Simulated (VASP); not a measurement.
Here is a VASP 6.6.1 calculation.

The input INCAR:

```
PREC = Accurate ; ENCUT = 510
EDIFF = 1E-6 ; ISMEAR = 0
SIGMA = 0.1 ; LREAL = F
LASPH = T ; NELM = 120
ALGO = Normal ; ISIF = 2
LWAVE = F ; LCHARG = F
GGA = PE ; NBANDS = 22
GGA_COMPAT = F
```

The input KPOINTS:

```
Automatic mesh
0
Gamma
  12 12 12
```

Contents of POSCAR:

```
As
1.0
    1.9017628025      1.0979832660      3.7290257957
   -1.9017628025      1.0979832660      3.7290257957
    0.0000000000     -2.1959665320      3.7290257957
As
2
Direct
    0.7753755676      0.7753755676      0.7753755676
    0.2246244324      0.2246244324      0.2246244324
```

Potentials or basis: VASP PAW PBE potentials, release 64 (As_d).

Launch:

```bash
$ cat potpaw_PBE.64/As_d/POTCAR > POTCAR
$ mpirun -np 1 vasp_std > vasp.out
```

Q: Predict the largest force.

A: 0.010 eV/Å.

Q: What does it give for the pressure?

A: -0.5 GPa.

Q: Predict the band gap on the k mesh.

A: Zero (bands 15 and 16 overlap by 0.43 eV).

Forces on the atoms (eV/Å):
```
As   0.000  0.000 -0.010
As   0.000  0.000  0.010
```
